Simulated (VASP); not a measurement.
Write the native input for VASP 6.6.1 that does the following.

| Quantity | Value |
| --- | --- |
| Task | single point |
| Functional | PBEsol |
| Potentials or basis | VASP PAW PBE potentials, release 64 (Li_sv) |
| Cutoff | 520 eV |
| k mesh | 17 × 17 × 17 |
| Occupations | fermi-dirac, width 0.05 eV |
| Spin | no spin polarisation |
| Dipole correction | no |
| Further INCAR settings | ALGO = Normal; EDIFF = 1e-07; NBANDS = 8 |

The structure of Li lies in POSCAR:

```
Li
1.0
    0.0000000000      1.9320053967      1.9320053967
    1.9320053967      0.0000000000      1.9320053967
    1.9320053967      1.9320053967      0.0000000000
Li
1
Direct
    0.0000000000      0.0000000000      0.0000000000
```

One way to write it, as run:

INCAR

```
ALGO     = Normal         # electronic algorithm
EDIFF    = 1E-7           # SCF threshold, eV
ENCUT    = 520            # plane-wave cutoff, eV
GGA      = PS             # functional
ISIF     = 2              # what is computed and relaxed
ISMEAR   = -1             # smearing method
LASPH    = T              # aspherical terms in the spheres
LCHARG   = F              # write CHGCAR
LREAL    = F              # projectors in reciprocal space
LWAVE    = F              # write WAVECAR
NBANDS   = 8              # bands
NELM     = 100            # most SCF steps
PREC     = Accurate       # precision mode
SIGMA    = 0.05           # smearing width, eV
```

KPOINTS

```
k-points
0
Gamma
  17 17 17
```

Potentials or basis: VASP PAW PBE potentials, release 64 (Li_sv).

The run is started by

```console
$ cat potpaw_PBE.64/Li_sv/POTCAR > POTCAR
$ mpirun -np 1 vasp_std > vasp.out
```

Run time: 7.4 s on 1 thread of Intel(R) Xeon(R) 6975P-C (Granite Rapids) (shared host), peak memory 0.12 GiB.
